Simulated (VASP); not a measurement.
# C (P2_1/m) in VASP: further runs

The runs below take C through single point, with PBE+D3(BJ).

Program: VASP 6.6.1. These are calculated values, not measurements. Logs are shortened: lines on timing, memory, paths and dates and some standing lists are left out, and cuts for length are marked.

## Step 1: The cell of the first run

The structure is monoclinic, space group P2_1/m (No. 11). The conventional cell has a = 3.650 Å, b = 2.465 Å, c = 12.100 Å, α = 90.00°, β = 96.23°, γ = 90.00°. Within 1.9 Å of C (site symmetry m) lie 3 C at 1.42 Å. C (site symmetry m) has 2 C at 1.42 Å within 1.9 Å. C (site symmetry m) has 3 C at 1.42 Å within 1.9 Å. Within 1.9 Å of C (site symmetry m) lie 3 C at 1.42 Å. Within 1.9 Å of C (site symmetry m) lie 3 C at 1.42 Å.

## Step 2: Single point, PBE+D3(BJ) (the part above a cut slid along it)

The input, INCAR:

```
SYSTEM = C
  PREC = Accurate
  ENCUT = 520
  EDIFF = 1E-6
  ISMEAR = 0
  SIGMA = 0.05
  LREAL = .FALSE.
  LASPH = .TRUE.
  NELM = 100
  ALGO = Normal
  ISIF = 2
  LWAVE = .FALSE.
  LCHARG = .TRUE.
  GGA = PE
  IVDW = 12
  LELF = .TRUE.
  LVHAR = .TRUE.
  NBANDS = 31
```

The input, KPOINTS:

```
regular mesh
0
G
  7 11 3
  0 0 0
```

The input, POSCAR:

```
C
1.0
    0.0000000000      1.4231463890     -3.3609366400
   -2.4649618524      0.0000000000      0.0000000000
    0.0000000000     11.9878904985      2.5382957270
C
10
Direct
    0.2350208237      1.4000000000      0.7081344776
    0.7413360096      0.4000000000      0.0544504475
    0.8647572131      0.9000000000      0.2178714550
   -0.0118215834      0.4000000000      0.3812924625
    0.1115996201      0.9000000000      0.5447134701
    0.7820851940      0.9000000000      0.1089705600
   -0.0944936025      0.4000000000      0.2723915676
    0.0289276010      0.9000000000      0.4358125751
    0.1523488046      0.4000000000      0.5992335826
    0.2757700081      0.9000000000      0.7626545901
```

Potentials or basis: VASP PAW PBE potentials, release 64 (C).

Command:

```sh
$ cat potpaw_PBE.64/C/POTCAR > POTCAR
$ mpirun -np 1 vasp_std > vasp.out
```

OUTCAR:

```text
SYSTEM = C
   PREC = Accurate
   ENCUT = 520
   EDIFF = 1E-6
   ISMEAR = 0
   LREAL = .FALSE.
   LASPH = .TRUE.
   NELM = 100
   ISIF = 2
   GGA = PE
   IVDW = 12
 IVDW          = 12

 ion  position               nearest neighbor table
   1  0.235  0.400  0.708-  10 1.42  10 1.42   9 1.42
   2  0.741  0.400  0.054-   6 1.42   6 1.42
   3  0.865  0.900  0.218-   7 1.42   7 1.42   6 1.42
   4  0.988  0.400  0.381-   7 1.42   8 1.42   8 1.42
   5  0.112  0.900  0.545-   9 1.42   9 1.42   8 1.42
   6  0.782  0.900  0.109-   2 1.42   2 1.42   3 1.42
   7  0.906  0.400  0.272-   4 1.42   3 1.42   3 1.42
   8  0.029  0.900  0.436-   4 1.42   4 1.42   5 1.42
   9  0.152  0.400  0.599-   5 1.42   5 1.42   1 1.42
  10  0.276  0.900  0.763-   1 1.42   1 1.42

  LATTYP: Found a simple monoclinic cell.
 ALAT       =     3.6498274949
 B/A-ratio  =     0.6753639332
 C/A-ratio  =     3.3152790742
 COS(beta)  =    -0.1085003363

  Lattice vectors:

 A1 = (   0.0000000000,   1.4231463890,  -3.3609366400)
 A2 = (  -2.4649618524,   0.0000000000,   0.0000000000)
 A3 = (   0.0000000000,  10.5647441095,   5.8992323670)

Analysis of symmetry for initial positions (statically):
=====================================================================
 Subroutine PRICEL returns:
 Original cell was already a primitive cell.

 Routine SETGRP: Setting up the symmetry group for a
 simple monoclinic supercell.

 Subroutine GETGRP returns: Found  4 space group operations
 (whereof  1 operations were pure point group operations)
 out of a pool of  4 trial point group operations.

The static configuration has the point symmetry C_1 .
 The point group associated with its full space group is C_2h.

Analysis of symmetry for dynamics (positions and initial velocities):
=====================================================================
 Subroutine PRICEL returns:
 Original cell was already a primitive cell.

 Routine SETGRP: Setting up the symmetry group for a
 simple monoclinic supercell.

 Subroutine GETGRP returns: Found  4 space group operations
 (whereof  1 operations were pure point group operations)
 out of a pool of  4 trial point group operations.

The dynamic configuration has the point symmetry C_1 .
 The point group associated with its full space group is C_2h.

 Subroutine INISYM returns: Found  4 space group operations
 (whereof  1 operations are pure point group operations),
 and found     1 'primitive' translations

----------------------------------------------------------------------------------------

                                     Primitive cell

  volume of cell :     108.2190

  direct lattice vectors                    reciprocal lattice vectors
     0.000000000  1.423146389 -3.360936640     0.000000000  0.057816120 -0.273054596
    -2.464961852  0.000000000  0.000000000    -0.405685791  0.000000000  0.000000000
     0.000000000 11.987890499  2.538295727     0.000000000  0.076553852  0.032415767

  length of vectors
     3.649827495  2.464961852 12.253671442     0.279108431  0.405685791  0.083134074

  position of ions in fractional coordinates (direct lattice)
     0.235020824  0.400000000  0.708134478
     0.741336010  0.400000000  0.054450448
     0.864757213  0.900000000  0.217871455
     0.988178417  0.400000000  0.381292462
     0.111599620  0.900000000  0.544713470
     0.782085194  0.900000000  0.108970560
     0.905506397  0.400000000  0.272391568
     0.028927601  0.900000000  0.435812575
     0.152348805  0.400000000  0.599233583
     0.275770008  0.900000000  0.762654590

  ion indices of the primitive-cell ions
   primitive index   ion index
                 1           1
                 2           2
                 3           3
                 4           4
                 5           5
                 6           6
                 7           7
                 8           8
                 9           9
                10          10

----------------------------------------------------------------------------------------

 KPOINTS: regular mesh

Automatic generation of k-mesh.
 Grid dimensions read from file:
 generate k-points for:    7   11    3

 Generating k-lattice:

  Cartesian coordinates                     Fractional coordinates (reciprocal lattice)
     0.000000000  0.008259446 -0.039007799     0.142857143  0.000000000  0.000000000
    -0.036880526  0.000000000  0.000000000     0.000000000  0.090909091  0.000000000
     0.000000000  0.025517951  0.010805256     0.000000000  0.000000000  0.333333333

  Length of vectors
     0.039872633  0.036880526  0.027711358

  Shift w.r.t. Gamma in fractional coordinates (k-lattice)
     0.000000000  0.000000000  0.000000000

 Subroutine IBZKPT returns following result:
 ===========================================

 Found     66 irreducible k-points:

 Following reciprocal coordinates:
            Coordinates               Weight
  0.000000  0.000000  0.000000      1.000000
  0.142857  0.000000 -0.000000      2.000000
  0.285714  0.000000  0.000000      2.000000
  0.428571  0.000000 -0.000000      2.000000
  0.000000  0.090909  0.000000      2.000000
  0.142857  0.090909 -0.000000      4.000000
[... 16 lines left out ...]
  0.285714  0.454545  0.000000      4.000000
  0.428571  0.454545 -0.000000      4.000000
 [... further k-points ...]
   k-points           NKPTS =     66   k-points in BZ     NKDIM =     66   number of bands    NBANDS=     31
   number of dos      NEDOS =    301   number of ions     NIONS =     10
   total plane-waves  NPLWV =  48384
   dimension x,y,z NGX =    28 NGY =   18 NGZ =   96
   dimension x,y,z NGXF=    56 NGYF=   36 NGZF=  192
   ions per type =              10
   NGX,Y,Z   is equivalent  to a cutoff of  12.75, 12.14, 13.02 a.u.
   NGXF,Y,Z  is equivalent  to a cutoff of  25.51, 24.28, 26.05 a.u.
 SYSTEM =  C
   PREC   = accura    normal or accurate (medium, high low for compatibility)
   ISTART =      0    job   : 0-new  1-cont  2-samecut
   ICHARG =      2    charge: 1-file 2-atom 10-const
   ISPIN  =      1    spin polarized calculation?
   LNONCOLLINEAR =      F non collinear calculations
   LSORBIT =      F    spin-orbit coupling
   LASPH  =      T    aspherical Exc in radial PAW
   ENCUT  =  520.0 eV  38.22 Ry    6.18 a.u.   6.79  4.58 22.78*2*pi/ulx,y,z
   NELM   =    100;   NELMIN=  2; NELMDL= -5     # of ELM steps
   EDIFF  = 0.1E-05   stopping-criterion for ELM
   LREAL  =      F    real-space projection
   EDIFFG = 0.1E-04   stopping-criterion for IOM
   NSW    =      0    number of steps for IOM
   IBRION =     -1    ionic relax: 0-MD 1-quasi-New 2-CG
   NFREE  =      0    steps in history (QN), initial steepest desc. (CG)
   ISIF   =      2    stress and relaxation
   ISYM   =      2    0-nonsym 1-usesym 2-fastsym
   POTIM  = 0.5000    time-step for ionic-motion
   TEBEG  =    0.0;   TEEND  =   0.0 temperature during run
   PSTRESS=    0.0 pullay stress
   NELECT =      40.0000    total number of electrons
   NUPDOWN=      -1.0000    fix difference up-down
   EMIN   =  10.00;   EMAX   =-10.00  energy-range for DOS
   EFERMI =   0.00;   METHOD = LEGACY
   ISMEAR =     0;   SIGMA  =   0.05  broadening in eV -4-tet -1-fermi 0-gaus
   EFERMI_NEDOS =   21; number of points for ismear=-14 and -15
   IALGO  =     38    algorithm
   IMIX   =      4    mixing-type and parameters
     AMIX     =   0.40;   BMIX     =  1.00
     AMIX_MAG =   1.60;   BMIX_MAG =  1.00
  volume/ion in A,a.u.               =      10.82        73.03
  Fermi-wavevector in a.u.,A,eV,Ry     =   1.174880  2.220202 18.780721  1.380344
  Thomas-Fermi vector in A             =   2.311270
   LORBIT       =      0    0 simple, 1 ext, 2 COOP (PROOUT), +10 PAW based schemes
   GGA     = PE    functional components
   LHFCALC =     F    Hartree Fock is set to
   AEXX    =    0.0000 exact exchange contribution
   IVDW    =    12    specifies the selected vdW correction
   LEPSILON=     F    determine dielectric tensor
   LRPA    =     F    only Hartree local field effects (RPA)
 non-spin polarized calculation
 Gauss-broadening in eV      SIGMA  =   0.05
  energy-cutoff  :      520.00
  volume of cell :      108.22
 maximum number of plane-waves:      2943
   NGX = 13   NGY =  9   NGZ = 45

 number of electron      39.9999993 magnetization

 Free energy of the ion-electron system (eV)
  ---------------------------------------------------
  ext. energy  EPLUGINS =         0.00000000
  ---------------------------------------------------
  free energy    TOTEN  =       -85.59925353 eV

  energy without entropy =      -85.59324238  energy(sigma->0) =      -85.59624795

 E-fermi :   2.3197     XC(G=0):  -9.2428

 val. band max:        2.3139421140   @ k =  -0.4286   0.2727   0.3333
 cond. band min:       2.3340554059   @ k =   0.4286   0.2727  -0.0000
 fundamental gap:      0.0201132919
 Fermi energy:         2.3196555489

 k-point     1 :       0.0000    0.0000    0.0000
  band No.  band energies     occupation
      1     -17.0145      2.00000
      2     -16.2386      2.00000
      3     -15.0864      2.00000
      4     -13.5769      2.00000
      5     -12.0855      2.00000
      6      -9.2453      2.00000
[... 23 lines left out ...]
     30      10.6838      0.00000
     31      11.5173      0.00000

 k-point     2 :       0.1429    0.0000   -0.0000
  band No.  band energies     occupation
      1     -16.9674      2.00000
      2     -16.2011      2.00000
      3     -15.0621      2.00000
      4     -13.5677      2.00000
      5     -12.0927      2.00000
      6      -9.2607      2.00000
[... 23 lines left out ...]
     30      10.7175      0.00000
     31      11.0000      0.00000

 k-point     3 :       0.2857    0.0000    0.0000
  band No.  band energies     occupation
      1     -16.8553      2.00000
      2     -16.1145      2.00000
      3     -15.0090      2.00000
      4     -13.5506      2.00000
      5     -12.1117      2.00000
      6      -9.2972      2.00000
[... 23 lines left out ...]
     30      10.9277      0.00000
     31      11.5342      0.00000

 k-point     4 :       0.4286    0.0000   -0.0000
  band No.  band energies     occupation
      1     -16.7581      2.00000
      2     -16.0429      2.00000
      3     -14.9686      2.00000
      4     -13.5407      2.00000
      5     -12.1297      2.00000
      6      -9.3283      2.00000
[... 23 lines left out ...]
     30      11.6443      0.00000
     31      12.0303      0.00000

 k-point     5 :       0.0000    0.0909    0.0000
  band No.  band energies     occupation
      1     -16.8671      2.00000
      2     -16.0927      2.00000
      3     -14.9433      2.00000
      4     -13.4389      2.00000
      5     -11.9568      2.00000
      6      -9.1395      2.00000
[... 23 lines left out ...]
     30      11.1618      0.00000
     31      11.4428      0.00000
[... 542 lines left out ...]
     30      12.6727      0.00000
     31      12.8433      0.00000

 k-point    22 :       0.1429    0.4545   -0.0000
  band No.  band energies     occupation
      1     -13.3881      2.00000
      2     -12.6863      2.00000
      3     -11.9474      2.00000
      4     -11.8339      2.00000
      5     -10.7465      2.00000
      6     -10.0084      2.00000
[... 23 lines left out ...]
     30      12.4406      0.00000
     31      12.9706      0.00000

 k-point    23 :       0.2857    0.4545    0.0000
  band No.  band energies     occupation
      1     -13.3002      2.00000
      2     -12.6186      2.00000
      3     -11.8723      2.00000
      4     -11.7843      2.00000
      5     -10.6956      2.00000
      6      -9.9908      2.00000
[... 23 lines left out ...]
     30      13.0852      0.00000
     31      13.2444      0.00000

 k-point    24 :       0.4286    0.4545   -0.0000
  band No.  band energies     occupation
      1     -13.2252      2.00000
      2     -12.5630      2.00000
      3     -11.8090      2.00000
      4     -11.7451      2.00000
      5     -10.6545      2.00000
      6      -9.9791      2.00000
[... 23 lines left out ...]
     30      12.9718      0.00000
     31      14.0440      0.00000

 [... further k-points ...]

------------------------ aborting loop because EDIFF is reached ----------------------------------------

 Edisp (eV)   -1.38077

 E8    (eV) :    -0.3933

  FORCE on cell =-STRESS in cart. coord.  units (eV):
  Direction    XX          YY          ZZ          XY          YZ          ZX
  --------------------------------------------------------------------------------------
  -------------------------------------------------------------------------------------
  Total      -0.38192    -0.41141    -0.60530     0.00000    -0.30306     0.00000
  in kB      -5.65426    -6.09084    -8.96144     0.00000    -4.48679     0.00000
  external pressure =       -6.90 kB  Pullay stress =        0.00 kB

 VOLUME and BASIS-vectors are now :
 -----------------------------------------------------------------------------
  energy-cutoff  :      520.00
  volume of cell :      108.22
      direct lattice vectors                 reciprocal lattice vectors
     0.000000000  1.423146389 -3.360936640     0.000000000  0.057816120 -0.273054596
    -2.464961852  0.000000000  0.000000000    -0.405685791  0.000000000  0.000000000
     0.000000000 11.987890499  2.538295727     0.000000000  0.076553852  0.032415767

 POSITION                                       TOTAL-FORCE (eV/Angst)
 -----------------------------------------------------------------------------------
     -0.98598      8.82351      1.00756         0.000000      2.497810      0.121508
     -0.98598      1.70778     -2.35337         0.000000      1.392427     -0.138240
     -2.21847      3.84250     -2.35337         0.000000      0.788563      0.092828
     -0.98598      5.97721     -2.35337         0.000000      0.107534     -0.001155
     -2.21847      6.68879      1.00756         0.000000      0.129861      0.010160
     -2.21847      2.41935     -2.35194         0.000000     -2.497810     -0.121508
     -0.98598      4.55407     -2.35194         0.000000     -0.129861     -0.010160
     -2.21847      5.26564      1.00900         0.000000     -0.107534      0.001155
     -0.98598      7.40036      1.00900         0.000000     -0.788563     -0.092828
     -2.21847      9.53508      1.00900         0.000000     -1.392427      0.138240
 -----------------------------------------------------------------------------------
    total drift:                               -0.000069     -0.000008     -0.000000

  FREE ENERGIE OF THE ION-ELECTRON SYSTEM (eV)
  ---------------------------------------------------
  free  energy   TOTEN  =       -86.9800246987 eV

  energy  without entropy=      -86.9740135501  energy(sigma->0) =      -86.97701912
```

Run time: 4.4 min. Hardware: 1 thread of AMD EPYC 7R43 (Zen 3), shared host; peak memory 0.25 GiB.

What came out:

| Property | Result |
| --- | --- |
| Free energy | -86.9800 eV |
| Pressure | -0.7 GPa |
| Largest force | 2.501 eV/Å |
| Band gap on the k mesh | zero (bands 20 and 21 overlap by 0.08 eV) |
| Dispersion energy per atom | -0.138 eV |

Forces in eV/Å, atoms in the order of the input:
```
C    0.000  2.498  0.122
C    0.000  1.392 -0.138
C    0.000  0.789  0.093
C    0.000  0.108 -0.001
C    0.000  0.130  0.010
C    0.000 -2.498 -0.122
C    0.000 -0.130 -0.010
C    0.000 -0.108  0.001
C    0.000 -0.789 -0.093
C    0.000 -1.392  0.138
```

Levels at points of the mesh, in eV from the Fermi level:
| k point | band 16 | band 17 | band 18 | band 19 | band 20 | band 21 | band 22 | band 23 | band 24 | band 25 |
| --- | --- | --- | --- | --- | --- | --- | --- | --- | --- | --- |
| (0.00, 0.00, 0.00) | -3.64 | -3.50 | -3.01 | -2.77 | -0.37 | 0.34 | 2.37 | 4.62 | 4.85 | 6.13 |

Caveat: the cell differs from its parent crystal (the part above a cut slid along it); forces of over 1 eV/Å act on the atoms, so gaps and moduli don't describe the material at rest.

(Part 1 of 2 ends here.)

The gap in the log of VASP goes by the Fermi energy; the results here count the filled bands.